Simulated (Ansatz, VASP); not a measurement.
## V in VASP and in Ansatz

```
V
1.0
    -1.51010    1.51010    1.51010
     1.51010   -1.51010    1.51010
     1.51010    1.51010   -1.51010
V
1
Direct
  0.00000 0.00000 0.00000
```

Alike in both runs: task single point; functional RPBE; k mesh 24 × 24 × 24; occupations fermi-dirac, width 0.05 eV; collinear spin.

|  | VASP | Ansatz |
| --- | --- | --- |
| version | VASP 6.6.1 | Ansatz 0.2.0 |
| potentials or method | VASP PAW PBE potentials, release 64 (V_sv), cutoff 520 eV | plane waves (420 eV) with PAW, scalar-relativistic |
| valence electrons in the cell | 13 | 13 |

|  | VASP | Ansatz | Ansatz less VASP |
| --- | --- | --- | --- |
| net moment per atom (μB) | 0.00 | 0.00 | 0.000 |

VASP's potentials were made for PBE, not for RPBE. Ansatz's warnings: seeded moment not kept.
